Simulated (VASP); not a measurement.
Re:

```
Re
1.0
     0.00000    1.97500    1.97500
     1.97500    0.00000    1.97500
     1.97500    1.97500    0.00000
Re
1
Direct
  0.00000 0.00000 0.00000
```

This isn't the form of Re at room conditions, which is hcp.

Base run:

- Program: VASP 6.6.1
- Functional: r2SCAN
- Potentials or basis: VASP PAW PBE potentials, release 64 (Re)
- Cutoff: 520 eV
- k mesh: 12 × 12 × 12
- Occupations: fermi-dirac, width 0.05 eV
- Spin: no spin polarisation

Its results: pressure -15.6 GPa.

Problem. The run is repeated on the same cell with these changes: spin from no spin polarisation to non-collinear spin, zero start, spin-orbit coupling; further incar settings from ALGO = Normal; EDIFF = 1e-06; NBANDS = 10 to ALGO = Normal; EDIFF = 1e-07; NBANDS = 18. What comes out?

Solution. Pressure -14.8 GPa; net moment 0.00 μB per cell.

Caveats: the cell stands under tension; the PAW data sets were made with another functional, which shifts forces and pressure a little.
